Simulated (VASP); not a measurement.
A run of VASP 6.6.1:

Contents of INCAR:

```
SYSTEM = AgBr
  PREC = Accurate
  ENCUT = 500
  EDIFF = 1E-6
  ISMEAR = -1
  SIGMA = 0.05
  LREAL = .False.
  LASPH = .True.
  NELM = 120
  ALGO = Normal
  ISIF = 2
  LWAVE = .False.
  LCHARG = .False.
  GGA = PS
  NBANDS = 16
  GGA_COMPAT = .False.
```

The input KPOINTS:

```
Automatic mesh
0
Gamma
  8 8 8
  0 0 0
```

File POSCAR:

```
AgBr
1.0
    0.0000000000      2.8115590699      2.8115590699
    2.8115590699      0.0000000000      2.8115590699
    2.8115590699      2.8115590699      0.0000000000
Ag Br
1 1
Direct
    0.0000000000      0.0000000000      0.0000000000
    0.5000000000      0.5000000000      0.5000000000
```

Potentials or basis: VASP PAW PBE potentials, release 64 (Ag, Br).

Launch:

```console
$ cat potpaw_PBE.64/Ag/POTCAR potpaw_PBE.64/Br/POTCAR > POTCAR
$ mpirun -np 1 vasp_std > vasp.out
```

Hardware: 1 thread of AMD EPYC 7R13 Processor (Zen 3), on a shared host.

How long does it take, and how much memory?

Wall time 30 s on 1 thread of AMD EPYC 7R13 Processor (Zen 3), on a shared host, peak memory 0.14 GiB. Counts: scf iterations 12, k points 29.
